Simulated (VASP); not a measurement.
**F: single point with LDA**

F:

```
F
1.0
     0.00000    1.52826    1.52826
     1.52826    0.00000    1.52826
     1.52826    1.52826    0.00000
F
1
Direct
  0.00000 0.00000 0.00000
```

- Program: VASP 6.6.1
- Task: single point
- Functional: LDA
- Potentials or basis: VASP PAW LDA potentials, release 64 (F)
- Cutoff: 520 eV
- k mesh: 17 × 17 × 17
- Occupations: fermi-dirac, width 0.05 eV
- Spin: no spin polarisation

| Quantity | Value |
| --- | --- |
| Pressure | 24.3 GPa |
| Band gap on the k mesh | zero (an odd number of electrons rules out a gap without spin polarisation) |

Levels at points of the mesh, in eV from the Fermi level:
```tsv
k point	band 2	band 3	band 4	band 5	band 6	band 7
(0.00, 0.00, 0.00)	0.94	0.94	0.94	17.39	39.24	39.24
```

Run time: 8.5 s on 1 thread of Intel Xeon 8259CL, with other jobs on the host, peak memory 0.11 GiB.

Caveat: the cell stands under pressure; an odd number of electrons without spin polarisation forces a metal; a magnetic or distorted state may lie lower.
